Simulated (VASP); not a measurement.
# NaF (P6_3/mmc) in VASP: single point with HSE06

Aim: the single point of NaF with HSE06.

All numbers are computed with VASP 6.6.1; they aren't measurements. Logs are shortened: lines on timing, memory, paths and dates and some standing lists are left out, and cuts for length are marked.

### Step 1. The cell of the first run

Symmetry: P6_3/mmc, No. 194, hexagonal system. Conventional cell: a = 3.907 Å, b = 3.907 Å, c = 4.597 Å, α = 90.00°, β = 90.00°, γ = 120.00°. Within 3.0 Å of Na (site symmetry -6m2) lie 5 F at 2.26 to 2.30 Å. Within 3.0 Å of F (site symmetry -6m2) lie 5 Na at 2.26 to 2.30 Å.

### Step 2. Single point, HSE06 (strain +1.0%)

Input file POSCAR:

```
NaF
1.0
    3.9067453069      0.0000000000      0.0000000000
   -1.9533726535      3.3833406819      0.0000000000
    0.0000000000      0.0000000000      4.5968944595
Na F
2 2
Direct
    0.3333333333      0.6666666667     -0.0625000000
    0.6666666667      0.3333333333      0.4375000000
    0.3333333333      0.6666666667      0.4375000000
    0.6666666667      0.3333333333      0.9375000000
```

Input file INCAR.step1:

```
SYSTEM = NaF
  PREC = Accurate
  ENCUT = 520
  EDIFF = 1E-5
  ISMEAR = 0
  SIGMA = 0.01
  LREAL = .False.
  LASPH = .True.
  NELM = 100
  ALGO = Normal
  ISIF = 2
  LWAVE = .True.
  LCHARG = .False.
  NBANDS = 22
  GGA = PE
  KPAR = 2
```

Input file INCAR.step2:

```
SYSTEM = NaF
  PREC = Accurate
  ENCUT = 520
  EDIFF = 1E-6
  ISMEAR = 0
  SIGMA = 0.01
  LREAL = .False.
  LASPH = .True.
  NELM = 100
  ALGO = Normal
  ISIF = 2
  LWAVE = .False.
  LCHARG = .False.
  GGA = PE
  LHFCALC = .True.
  HFSCREEN = 0.2079
  PRECFOCK = Normal
  NBANDS = 22
  ISTART = 1
  KPAR = 2
```

Input file KPOINTS:

```
regular mesh
0
Gamma
  6 6 4
  0 0 0
```

Potentials or basis: VASP PAW PBE potentials, release 64 (Na_pv, F).

Started as:

```
> cat potpaw_PBE.64/Na_pv/POTCAR potpaw_PBE.64/F/POTCAR > POTCAR
> cp INCAR.step1 INCAR
> mpirun -np 2 vasp_std > vasp.out
> cp INCAR.step2 INCAR
> mpirun -np 2 vasp_std > vasp.out
```

OUTCAR:

```text
SYSTEM = NaF
   PREC = Accurate
   ENCUT = 520
   EDIFF = 1E-6
   ISMEAR = 0
   LREAL = .False.
   LASPH = .True.
   NELM = 100
   ISIF = 2
   GGA = PE
   LHFCALC = .True.
   HFSCREEN = 0.2079
   PRECFOCK = Normal
   ISTART = 1

 ion  position               nearest neighbor table
   1  0.333  0.667  0.938-   4 2.26   4 2.26   4 2.26   3 2.30   3 2.30
   2  0.667  0.333  0.438-   3 2.26   3 2.26   3 2.26   4 2.30   4 2.30
   3  0.333  0.667  0.438-   2 2.26   2 2.26   2 2.26   1 2.30   1 2.30
   4  0.667  0.333  0.938-   1 2.26   1 2.26   1 2.26   2 2.30   2 2.30

  LATTYP: Found a hexagonal cell.
 ALAT       =     3.9067453069
 C/A-ratio  =     1.1766557834

  Lattice vectors:

 A1 = (   3.9067453069,   0.0000000000,   0.0000000000)
 A2 = (  -1.9533726535,   3.3833406819,   0.0000000000)
 A3 = (   0.0000000000,   0.0000000000,   4.5968944595)

Analysis of symmetry for initial positions (statically):
=====================================================================
 Subroutine PRICEL returns:
 Original cell was already a primitive cell.

 Routine SETGRP: Setting up the symmetry group for a
 hexagonal supercell.

 Subroutine GETGRP returns: Found 24 space group operations
 (whereof  6 operations were pure point group operations)
 out of a pool of 24 trial point group operations.

The static configuration has the point symmetry C_3v.
 The point group associated with its full space group is D_6h.

Analysis of symmetry for dynamics (positions and initial velocities):
=====================================================================
 Subroutine PRICEL returns:
 Original cell was already a primitive cell.

 Routine SETGRP: Setting up the symmetry group for a
 hexagonal supercell.

 Subroutine GETGRP returns: Found 24 space group operations
 (whereof  6 operations were pure point group operations)
 out of a pool of 24 trial point group operations.

The dynamic configuration has the point symmetry C_3v.
 The point group associated with its full space group is D_6h.

 Subroutine INISYM returns: Found 24 space group operations
 (whereof  6 operations are pure point group operations),
 and found     1 'primitive' translations

----------------------------------------------------------------------------------------
[... 98 lines left out ...]
   NFREE  =      0    steps in history (QN), initial steepest desc. (CG)
   ISIF   =      2    stress and relaxation
   ISYM   =      3    0-nonsym 1-usesym 2-fastsym
   POTIM  = 0.5000    time-step for ionic-motion
   TEBEG  =    0.0;   TEEND  =   0.0 temperature during run
   PSTRESS=    0.0 pullay stress
   NELECT =      28.0000    total number of electrons
   NUPDOWN=      -1.0000    fix difference up-down
   EMIN   =  10.00;   EMAX   =-10.00  energy-range for DOS
   EFERMI =   0.00;   METHOD = LEGACY
   ISMEAR =     0;   SIGMA  =   0.01  broadening in eV -4-tet -1-fermi 0-gaus
   EFERMI_NEDOS =   21; number of points for ismear=-14 and -15
   IALGO  =     38    algorithm
   IMIX   =      1    mixing-type and parameters
     AMIX     =   0.40;   BMIX     =  1.00
     AMIX_MAG =   1.60;   BMIX_MAG =  1.00
  volume/ion in A,a.u.               =      15.19       102.51
  Fermi-wavevector in a.u.,A,eV,Ry     =   1.264501  2.389560 21.755197  1.598962
  Thomas-Fermi vector in A             =   2.397803
   LORBIT       =      0    0 simple, 1 ext, 2 COOP (PROOUT), +10 PAW based schemes
   GGA     = PE    functional components
   LHFCALC =     T    Hartree Fock is set to
   PRECFOCK=normal    Normal, Fast or Accurate (Low or Medium for compatibility)
   ENCUT4O =  -1.0   cutoff for four orbital integrals eV
   NKREDX  =     1    reduce k-point grid by
   NKREDY  =     1    reduce k-point grid by
   NKREDZ  =     1    reduce k-point grid by
   AEXX    =    0.2500 exact exchange contribution
   HFSCREEN=    0.2079 screening length (either q_TF or 0.3 A-1)
   HFSCREENC=   0.2079 screening length for correlation (either q_TF or 0.3 A-1)
   ENCUTFOCK=  -1.0 apply spherical cutoff to Coloumb kernel
   IVDW    =     0    specifies the selected vdW correction
   LEPSILON=     F    determine dielectric tensor
   LRPA    =     F    only Hartree local field effects (RPA)
 non-spin polarized calculation
 Gauss-broadening in eV      SIGMA  =   0.01
  energy-cutoff  :      520.00
  volume of cell :       60.76
 maximum number of plane-waves:      1667
 NGX is ok and might be reduce to    30
  NGX = 24; NGY = 24; NGZ = 28

 number of electron      27.9999992 magnetization

 Free energy of the ion-electron system (eV)
  ---------------------------------------------------
  ext. energy  EPLUGINS =         0.00000000
  ---------------------------------------------------
  free energy    TOTEN  =       -20.46182455 eV

  energy without entropy =      -20.46182455  energy(sigma->0) =      -20.46182455

 E-fermi :  -4.3938     XC(G=0):  -6.6104

 val. band max:       -4.5473647458   @ k =   0.0000   0.0000   0.0000
 cond. band min:       3.0619110089   @ k =   0.0000   0.0000   0.0000
 fundamental gap:      7.6092757547
 Fermi energy:        -4.3937695012

 k-point     1 :       0.0000    0.0000    0.0000
  band No.  band energies     occupation
      1     -25.1763      2.00000
      2     -25.1428      2.00000
      3     -25.1038      2.00000
      4     -25.1038      2.00000
      5     -25.0602      2.00000
      6     -25.0602      2.00000
[... 514 lines left out ...]
     21      17.5191      0.00000
     22      17.5191      0.00000

------------------------ aborting loop because EDIFF is reached ----------------------------------------

  FORCE on cell =-STRESS in cart. coord.  units (eV):
  Direction    XX          YY          ZZ          XY          YZ          ZX
  --------------------------------------------------------------------------------------
  -------------------------------------------------------------------------------------
  Total       -0.0564363     -0.0564363     -0.0219740      0.0000000      0.0000000      0.0000000
  in kB       -1.4881404     -1.4881404     -0.5794205      0.0000000      0.0000000      0.0000000
  external PRESSURE =      -1.1852337 kB  Pullay stress =       0.0000000 kB

 VOLUME and BASIS-vectors are now :
 -----------------------------------------------------------------------------
  energy-cutoff  :      520.00
  volume of cell :       60.76
      direct lattice vectors                 reciprocal lattice vectors
     3.906745307  0.000000000  0.000000000     0.255967544  0.147782930  0.000000000
    -1.953372654  3.383340682  0.000000000     0.000000000  0.295565860  0.000000000
     0.000000000  0.000000000  4.596894459     0.000000000  0.000000000  0.217538168

 POSITION                                       TOTAL-FORCE (eV/Angst)
 -----------------------------------------------------------------------------------
     -0.00000      2.25556      4.30959         0.000000      0.000000      0.000000
      1.95337      1.12778      2.01114        -0.000000      0.000000      0.000000
     -0.00000      2.25556      2.01114        -0.000000      0.000000      0.000000
      1.95337      1.12778      4.30959         0.000000      0.000000     -0.000000
 -----------------------------------------------------------------------------------
    total drift:                                0.000000     -0.000000     -0.000002

  FREE ENERGIE OF THE ION-ELECTRON SYSTEM (eV)
  ---------------------------------------------------
  free  energy   TOTEN  =       -20.4618245525 eV

  energy  without entropy=      -20.4618245525  energy(sigma->0) =      -20.46182455
```

OSZICAR.step1:

```text
N       E                     dE             d eps       ncg     rms          rms(c)
DAV:   1     0.324948908372E+03    0.32495E+03   -0.15342E+04   930   0.154E+03
DAV:   2     0.125498360695E+02   -0.31240E+03   -0.29589E+03   968   0.455E+02
DAV:   3    -0.185513954561E+02   -0.31101E+02   -0.30915E+02  1098   0.140E+02
DAV:   4    -0.192031809566E+02   -0.65179E+00   -0.65154E+00  1026   0.228E+01
DAV:   5    -0.192150844428E+02   -0.11903E-01   -0.11903E-01  1074   0.295E+00    0.822E+00
DAV:   6    -0.170135754341E+02    0.22015E+01   -0.85279E+00  1328   0.198E+01    0.280E+00
DAV:   7    -0.169735168146E+02    0.40059E-01   -0.91852E-02   958   0.264E+00    0.165E+00
DAV:   8    -0.169812072774E+02   -0.76905E-02   -0.74674E-02   942   0.422E+00    0.259E-01
DAV:   9    -0.169873188874E+02   -0.61116E-02   -0.17549E-02   984   0.935E-01    0.213E-01
DAV:  10    -0.169871475739E+02    0.17131E-03   -0.40448E-03  1152   0.692E-01    0.253E-02
DAV:  11    -0.169871687987E+02   -0.21225E-04   -0.12839E-04  1026   0.105E-01    0.811E-03
DAV:  12    -0.169871823969E+02   -0.13598E-04   -0.23504E-05   780   0.402E-02    0.318E-03
DAV:  13    -0.169871826943E+02   -0.29743E-06   -0.30381E-06   828   0.235E-02
   1 F= -.16987183E+02 E0= -.16987183E+02  d E =-.582920E-21
```

Wall time 32 min (2 MPI ranks of Intel Xeon Platinum 8488C (Sapphire Rapids), shared host); peak memory 0.28 GiB.

Results:

| Property | Result |
| --- | --- |
| Free energy | -20.4618 eV |
| Pressure | -0.1 GPa |
| Band gap on the k mesh | 7.61 eV |

Levels at points of the mesh, in eV from the valence-band top:
```csv
k point,band 11,band 12,band 13,band 14,band 15,band 16,band 17,band 18
"(0.00, 0.00, 0.00)",-0.60,-0.28,-0.28,0.00,7.61,14.83,14.97,17.52
"(0.50, 0.00, 0.00)",-0.72,-0.60,-0.36,-0.17,10.72,12.43,14.86,17.18
"(0.00, 0.00, 0.50)",-0.45,-0.45,-0.45,-0.45,9.90,9.90,18.45,18.45
"(0.50, 0.00, 0.50)",-0.48,-0.48,-0.25,-0.25,11.80,11.80,14.51,14.51
```

Caveat: the cell differs from its parent crystal (strain +1.0%); the structure was generated, so it needn't be the stable form of NaF; the PAW data sets were made with another functional, which shifts forces and pressure a little.
